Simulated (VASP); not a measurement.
Set up this calculation in VASP 6.6.1, as the native input.

| Item | Value |
| --- | --- |
| Task | single point |
| Functional | LDA |
| Potentials or basis | VASP PAW LDA potentials, release 64 (Ti_sv, O) |
| Cutoff | 520 eV |
| k mesh | 8 × 8 × 6 |
| Occupations | gaussian, width 0.02 eV |
| Spin | no spin polarisation |
| Dipole correction | no |
| Further INCAR settings | ALGO = Normal; EDIFF = 1e-06; NBANDS = 33 |

The structure of TiO2 lies in POSCAR:

```
TiO2
1.0
    2.6563665400     -2.6564867656     -0.0199814003
    2.6563665400      2.6564867656     -0.0199814003
   -2.6200739243      0.0000000000      4.8444185375
Ti O
2 4
Direct
    0.1250244814      0.8749755186      0.2500000000
    0.8749755186      0.1250244814      0.7500000000
    0.3305487494      0.0805635279      0.6611099590
    0.6694512506      0.9194364721      0.3388900410
    0.9194364721      0.6694512506      0.8388900410
    0.0805635279      0.3305487494      0.1611099590
```

The input as run:

INCAR

```
  ALGO = Normal
  EDIFF = 1E-6
  ENCUT = 520
  GGA = CA
  ISIF = 2
  ISMEAR = 0
  LASPH = True
  LCHARG = False
  LREAL = False
  LWAVE = False
  NBANDS = 33
  NELM = 100
  PREC = Accurate
  SIGMA = 0.02
```

KPOINTS

```
k-points
0
Gamma
  8 8 6
```

Potentials or basis: VASP PAW LDA potentials, release 64 (Ti_sv, O).

Command:

```sh
$ cat potpaw_LDA.64/Ti_sv/POTCAR potpaw_LDA.64/O/POTCAR > POTCAR
$ mpirun -np 1 vasp_std > vasp.out
```

Results of the run:

```json
{
 "Pressure": "-4.3 GPa",
 "Largest force": "0.030 eV/Å",
 "Band gap on the k mesh": "2.13 eV (least direct gap 2.40 eV)"
}
```

Caveat: the cell stands under tension.

Wall time 6.3 min on 1 thread of Intel Xeon 8259CL, on a shared host, peak memory 0.3 GiB.
